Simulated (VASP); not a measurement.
# BiMo (CsCl type) (Pm-3m) in VASP: a series of runs

BiMo (CsCl type) is run at these levels: PBEsol; tasks: single point.

Everything below comes from runs of VASP 6.6.1. Logs are shortened: lines on timing, memory, paths and dates and some standing lists are left out, and cuts for length are marked.

## (1) The cell of the first run

Symmetry: Pm-3m, No. 221, cubic system. Conventional cell: a = 2.750 Å, b = 2.750 Å, c = 2.750 Å, α = 90.00°, β = 90.00°, γ = 90.00°. Within 3.1 Å of Mo (site symmetry m-3m) lie 8 Bi at 2.38 Å and 6 Mo at 2.75 Å. Within 3.1 Å of Bi (site symmetry m-3m) lie 8 Mo at 2.38 Å and 6 Bi at 2.75 Å.

## (2) Single point, PBEsol

File INCAR:

```
PREC = Accurate
ENCUT = 520
EDIFF = 1E-6
ISMEAR = -1
SIGMA = 0.1
LREAL = F
LASPH = T
NELM = 100
ALGO = Normal
ISIF = 2
LWAVE = F
LCHARG = F
GGA = PS
NBANDS = 22
```

File KPOINTS:

```
Automatic mesh
0
Gamma
  14 14 14
```

File POSCAR:

```
BiMo
1.0
    2.7500774632      0.0000000000      0.0000000000
    0.0000000000      2.7500774632      0.0000000000
    0.0000000000      0.0000000000      2.7500774632
Mo Bi
1 1
Direct
    0.0000000000      0.0000000000      0.0000000000
    0.5000000000      0.5000000000      0.5000000000
```

Potentials or basis: VASP PAW PBE potentials, release 64 (Mo_sv, Bi_d).

The run is started by

```bash
$ cat potpaw_PBE.64/Mo_sv/POTCAR potpaw_PBE.64/Bi_d/POTCAR > POTCAR
$ mpirun -np 1 vasp_std > vasp.out
```

OUTCAR:

```text
PREC = Accurate
   ENCUT = 520
   EDIFF = 1E-6
   ISMEAR = -1
   LREAL = F
   LASPH = T
   NELM = 100
   ISIF = 2
   GGA = PS

 ion  position               nearest neighbor table
   1  0.000  0.000  0.000-   2 2.38   2 2.38   2 2.38   2 2.38   2 2.38   2 2.38   2 2.38   2 2.38

   2  0.500  0.500  0.500-   1 2.38   1 2.38   1 2.38   1 2.38   1 2.38   1 2.38   1 2.38   1 2.38

  LATTYP: Found a simple cubic cell.
 ALAT       =     2.7500774632

  Lattice vectors:

 A1 = (   2.7500774632,   0.0000000000,   0.0000000000)
 A2 = (   0.0000000000,   2.7500774632,   0.0000000000)
 A3 = (   0.0000000000,   0.0000000000,   2.7500774632)

Analysis of symmetry for initial positions (statically):
=====================================================================
 Subroutine PRICEL returns:
 Original cell was already a primitive cell.

 Routine SETGRP: Setting up the symmetry group for a
 simple cubic supercell.

 Subroutine GETGRP returns: Found 48 space group operations
 (whereof 48 operations were pure point group operations)
 out of a pool of 48 trial point group operations.

The static configuration has the point symmetry O_h .

Analysis of symmetry for dynamics (positions and initial velocities):
=====================================================================
 Subroutine PRICEL returns:
 Original cell was already a primitive cell.

 Routine SETGRP: Setting up the symmetry group for a
 simple cubic supercell.

 Subroutine GETGRP returns: Found 48 space group operations
 (whereof 48 operations were pure point group operations)
 out of a pool of 48 trial point group operations.

The dynamic configuration has the point symmetry O_h .

 Subroutine INISYM returns: Found 48 space group operations
 (whereof 48 operations are pure point group operations),
 and found     1 'primitive' translations

----------------------------------------------------------------------------------------

                                     Primitive cell

  volume of cell :      20.7986

  direct lattice vectors                    reciprocal lattice vectors
     2.750077463  0.000000000  0.000000000     0.363626121  0.000000000  0.000000000
     0.000000000  2.750077463  0.000000000     0.000000000  0.363626121  0.000000000
     0.000000000  0.000000000  2.750077463     0.000000000  0.000000000  0.363626121

  length of vectors
     2.750077463  2.750077463  2.750077463     0.363626121  0.363626121  0.363626121

  position of ions in fractional coordinates (direct lattice)
     0.000000000  0.000000000  0.000000000
     0.500000000  0.500000000  0.500000000

  ion indices of the primitive-cell ions
   primitive index   ion index
                 1           1
                 2           2

----------------------------------------------------------------------------------------

 KPOINTS: Automatic mesh

Automatic generation of k-mesh.
 Grid dimensions read from file:
 generate k-points for:   14   14   14

 Generating k-lattice:

  Cartesian coordinates                     Fractional coordinates (reciprocal lattice)
     0.025973294  0.000000000  0.000000000     0.071428571  0.000000000  0.000000000
     0.000000000  0.025973294  0.000000000     0.000000000  0.071428571  0.000000000
     0.000000000  0.000000000  0.025973294     0.000000000  0.000000000  0.071428571

  Length of vectors
     0.025973294  0.025973294  0.025973294

  Shift w.r.t. Gamma in fractional coordinates (k-lattice)
     0.000000000  0.000000000  0.000000000

 Subroutine IBZKPT returns following result:
 ===========================================

 Found    120 irreducible k-points:

 Following reciprocal coordinates:
            Coordinates               Weight
  0.000000  0.000000  0.000000      1.000000
  0.071429  0.000000  0.000000      6.000000
  0.142857  0.000000  0.000000      6.000000
  0.214286  0.000000  0.000000      6.000000
  0.285714  0.000000  0.000000      6.000000
  0.357143  0.000000  0.000000      6.000000
[... 16 lines left out ...]
  0.285714  0.214286  0.000000     24.000000
  0.357143  0.214286  0.000000     24.000000
 [... further k-points ...]
   k-points           NKPTS =    120   k-points in BZ     NKDIM =    120   number of bands    NBANDS=     22
   number of dos      NEDOS =    301   number of ions     NIONS =      2
   total plane-waves  NPLWV =   8000
   dimension x,y,z NGX =    20 NGY =   20 NGZ =   20
   dimension x,y,z NGXF=    40 NGYF=   40 NGZF=   40
   ions per type =               1   1
   NGX,Y,Z   is equivalent  to a cutoff of  12.09, 12.09, 12.09 a.u.
   NGXF,Y,Z  is equivalent  to a cutoff of  24.18, 24.18, 24.18 a.u.
 SYSTEM =  unknown system
   PREC   = accura    normal or accurate (medium, high low for compatibility)
   ISTART =      0    job   : 0-new  1-cont  2-samecut
   ICHARG =      2    charge: 1-file 2-atom 10-const
   ISPIN  =      1    spin polarized calculation?
   LNONCOLLINEAR =      F non collinear calculations
   LSORBIT =      F    spin-orbit coupling
   LASPH  =      T    aspherical Exc in radial PAW
   ENCUT  =  520.0 eV  38.22 Ry    6.18 a.u.   5.11  5.11  5.11*2*pi/ulx,y,z
   NELM   =    100;   NELMIN=  2; NELMDL= -5     # of ELM steps
   EDIFF  = 0.1E-05   stopping-criterion for ELM
   LREAL  =      F    real-space projection
   EDIFFG = 0.1E-04   stopping-criterion for IOM
   NSW    =      0    number of steps for IOM
   IBRION =     -1    ionic relax: 0-MD 1-quasi-New 2-CG
   NFREE  =      0    steps in history (QN), initial steepest desc. (CG)
   ISIF   =      2    stress and relaxation
   ISYM   =      2    0-nonsym 1-usesym 2-fastsym
   POTIM  = 0.5000    time-step for ionic-motion
   TEBEG  =    0.0;   TEEND  =   0.0 temperature during run
   PSTRESS=    0.0 pullay stress
   NELECT =      29.0000    total number of electrons
   NUPDOWN=      -1.0000    fix difference up-down
   EMIN   =  10.00;   EMAX   =-10.00  energy-range for DOS
   EFERMI =   0.00;   METHOD = LEGACY
   ISMEAR =    -1;   SIGMA  =   0.10  broadening in eV -4-tet -1-fermi 0-gaus
   EFERMI_NEDOS =   21; number of points for ismear=-14 and -15
   IALGO  =     38    algorithm
   IMIX   =      4    mixing-type and parameters
     AMIX     =   0.40;   BMIX     =  1.00
     AMIX_MAG =   1.60;   BMIX_MAG =  1.00
  volume/ion in A,a.u.               =      10.40        70.18
  Fermi-wavevector in a.u.,A,eV,Ry     =   1.828925  3.456167 45.511036  3.344967
  Thomas-Fermi vector in A             =   2.883712
   LORBIT       =      0    0 simple, 1 ext, 2 COOP (PROOUT), +10 PAW based schemes
   GGA     = PS    functional components
   LHFCALC =     F    Hartree Fock is set to
   AEXX    =    0.0000 exact exchange contribution
   IVDW    =     0    specifies the selected vdW correction
   LEPSILON=     F    determine dielectric tensor
   LRPA    =     F    only Hartree local field effects (RPA)
 non-spin polarized calculation
  energy-cutoff  :      520.00
  volume of cell :       20.80
 maximum number of plane-waves:       587
   NGX = 11   NGY = 11   NGZ = 11

 number of electron      28.9999990 magnetization

 Free energy of the ion-electron system (eV)
  ---------------------------------------------------
  ext. energy  EPLUGINS =         0.00000000
  ---------------------------------------------------
  free energy    TOTEN  =        -1.93996545 eV

  energy without entropy =       -1.89491767  energy(sigma->0) =       -1.91744156

 E-fermi :  25.0125     XC(G=0): -16.3852

 val. band max:       24.9856899746   @ k =   0.5000   0.3571   0.1429
 cond. band min:      25.0356285892   @ k =   0.4286   0.2857   0.2143
 fundamental gap:      0.0499386146
 Fermi energy:        25.0124646506

 k-point     1 :       0.0000    0.0000    0.0000
  band No.  band energies     occupation
      1     -35.6295      2.00000
      2      -9.7611      2.00000
      3      -9.7611      2.00000
      4      -9.7611      2.00000
      5      -1.2674      2.00000
      6      -1.2674      2.00000
[... 14 lines left out ...]
     21      36.1540      0.00000
     22      40.6579      0.00000

 k-point     2 :       0.0714    0.0000    0.0000
  band No.  band energies     occupation
      1     -35.6208      2.00000
      2      -9.8560      2.00000
      3      -9.7650      2.00000
      4      -9.7650      2.00000
      5      -1.2564      2.00000
      6      -1.1907      2.00000
[... 14 lines left out ...]
     21      36.4556      0.00000
     22      40.8527      0.00000

 k-point     3 :       0.1429    0.0000    0.0000
  band No.  band energies     occupation
      1     -35.5966      2.00000
      2     -10.1138      2.00000
      3      -9.7763      2.00000
      4      -9.7763      2.00000
      5      -1.2256      2.00000
      6      -0.9751      2.00000
[... 14 lines left out ...]
     21      37.3406      0.00000
     22      40.2119      0.00000

 k-point     4 :       0.2143    0.0000    0.0000
  band No.  band energies     occupation
      1     -35.5613      2.00000
      2     -10.4675      2.00000
      3      -9.7927      2.00000
      4      -9.7927      2.00000
      5      -1.1807      2.00000
      6      -0.6607      2.00000
[... 14 lines left out ...]
     21      38.7307      0.00000
     22      39.2622      0.00000

 k-point     5 :       0.2857    0.0000    0.0000
  band No.  band energies     occupation
      1     -35.5219      2.00000
      2     -10.8381      2.00000
      3      -9.8112      2.00000
      4      -9.8112      2.00000
      5      -1.1303      2.00000
      6      -0.3067      2.00000
[... 417 lines left out ...]
 k-point    22 :       0.2143    0.2143    0.0000
  band No.  band energies     occupation
      1     -35.5013      2.00000
      2     -10.5187      2.00000
      3     -10.2546      2.00000
      4      -9.7608      2.00000
      5      -0.9066      2.00000
      6      -0.3527      2.00000
[... 14 lines left out ...]
     21      40.7462      0.00000
     22      42.7102      0.00000

 k-point    23 :       0.2857    0.2143    0.0000
  band No.  band energies     occupation
      1     -35.4666      2.00000
      2     -10.7474      2.00000
      3     -10.3011      2.00000
      4      -9.7430      2.00000
      5      -0.8471      2.00000
      6      -0.0726      2.00000
[... 14 lines left out ...]
     21      42.1822      0.00000
     22      42.4280      0.00000

 k-point    24 :       0.3571    0.2143    0.0000
  band No.  band energies     occupation
      1     -35.4351      2.00000
      2     -10.9980      2.00000
      3     -10.2886      2.00000
      4      -9.7272      2.00000
      5      -0.8142      2.00000
      6      -0.0049      2.00000
[... 14 lines left out ...]
     21      41.3954      0.00000
     22      42.9144      0.00000

 [... further k-points ...]

------------------------ aborting loop because EDIFF is reached ----------------------------------------

  FORCE on cell =-STRESS in cart. coord.  units (eV):
  Direction    XX          YY          ZZ          XY          YZ          ZX
  --------------------------------------------------------------------------------------
  -------------------------------------------------------------------------------------
  Total       52.4080658     52.4080658     52.4080658      0.0000000      0.0000000     -0.0000000
  in kB     4037.1411445   4037.1411445   4037.1411445      0.0000000      0.0000000     -0.0000000
  external PRESSURE =    4037.1411445 kB  Pullay stress =       0.0000000 kB

 VOLUME and BASIS-vectors are now :
 -----------------------------------------------------------------------------
  energy-cutoff  :      520.00
  volume of cell :       20.80
      direct lattice vectors                 reciprocal lattice vectors
     2.750077463  0.000000000  0.000000000     0.363626121  0.000000000  0.000000000
     0.000000000  2.750077463  0.000000000     0.000000000  0.363626121  0.000000000
     0.000000000  0.000000000  2.750077463     0.000000000  0.000000000  0.363626121

 POSITION                                       TOTAL-FORCE (eV/Angst)
 -----------------------------------------------------------------------------------
      0.00000      0.00000      0.00000         0.000000      0.000000      0.000000
      1.37504      1.37504      1.37504         0.000000      0.000000      0.000000
 -----------------------------------------------------------------------------------
    total drift:                               -0.000000      0.000000     -0.000000

  FREE ENERGIE OF THE ION-ELECTRON SYSTEM (eV)
  ---------------------------------------------------
  free  energy   TOTEN  =        -1.9399654510 eV

  energy  without entropy=       -1.8949176689  energy(sigma->0) =       -1.91744156
```

Wall time 54 s (1 thread of Intel Xeon 8259CL, shared host); peak memory 0.17 GiB.

Results:

* Free energy: -1.9400 eV
* Pressure: 403.7 GPa
* Band gap on the k mesh: zero (an odd number of electrons rules out a gap without spin polarisation)

Caveat: the cell stands under pressure; the PAW data sets were made with another functional, which shifts forces and pressure a little; spin-orbit coupling is left out, which moves the levels of the heavy elements.

## (3) Single point, PBEsol

File INCAR:

```
SYSTEM = BiMo
ALGO = Normal
EDIFF = 1E-6
ENCUT = 520
GGA = PS
ISIF = 2
ISMEAR = -1
LASPH = .True.
LCHARG = .False.
LREAL = .False.
LWAVE = .False.
NBANDS = 22
NELM = 60
PREC = Accurate
SIGMA = 0.1
```

File KPOINTS:

```
k-points
0
Gamma
  14 14 14
  0 0 0
```

File POSCAR:

```
BiMo
1.0
    2.7496969629      0.0000000000      0.0000000000
    0.0000000000      2.7496969629      0.0000000000
    0.0000000000      0.0000000000      2.7496969629
Mo Bi
1 1
Direct
    0.0000000000      0.0000000000      0.0000000000
    0.5000000000      0.5000000000      0.5000000000
```

Potentials or basis: VASP PAW PBE potentials, release 64 (Mo_sv, Bi_d).

The run is started by

```bash
$ cat potpaw_PBE.64/Mo_sv/POTCAR potpaw_PBE.64/Bi_d/POTCAR > POTCAR
$ mpirun -np 1 vasp_std > vasp.out
```

It took 51 s on 1 thread of Intel Xeon 8259CL, shared host; peak memory 0.17 GiB.

It converged, with:

```yaml
Free_energy: -1.9182 eV
Pressure: 404.4 GPa
Band_gap_on_the_k_mesh: zero (an odd number of electrons rules out a gap without spin polarisation)
```

Levels at points of the mesh, in eV from the Fermi level:
| k point | band 11 | band 12 | band 13 | band 14 | band 15 | band 16 | band 17 | band 18 | band 19 | band 20 |
| --- | --- | --- | --- | --- | --- | --- | --- | --- | --- | --- |
| (0.00, 0.00, 0.00) | -5.59 | -5.59 | 1.38 | 1.38 | 1.38 | 2.86 | 2.86 | 2.86 | 11.14 | 11.14 |
| (0.50, 0.00, 0.00) | -11.56 | -6.65 | -4.84 | -4.84 | 0.20 | 4.03 | 8.84 | 11.92 | 12.01 | 14.71 |
| (0.50, 0.50, 0.00) | -5.92 | -5.92 | -4.23 | -0.59 | -0.59 | 3.68 | 6.74 | 7.97 | 8.58 | 8.58 |
| (0.50, 0.50, 0.50) | -10.85 | -10.85 | -7.83 | 4.05 | 4.05 | 6.82 | 6.82 | 6.82 | 10.40 | 10.40 |

Caveat: the cell stands under pressure; the PAW data sets were made with another functional, which shifts forces and pressure a little; spin-orbit coupling is left out, which moves the levels of the heavy elements.
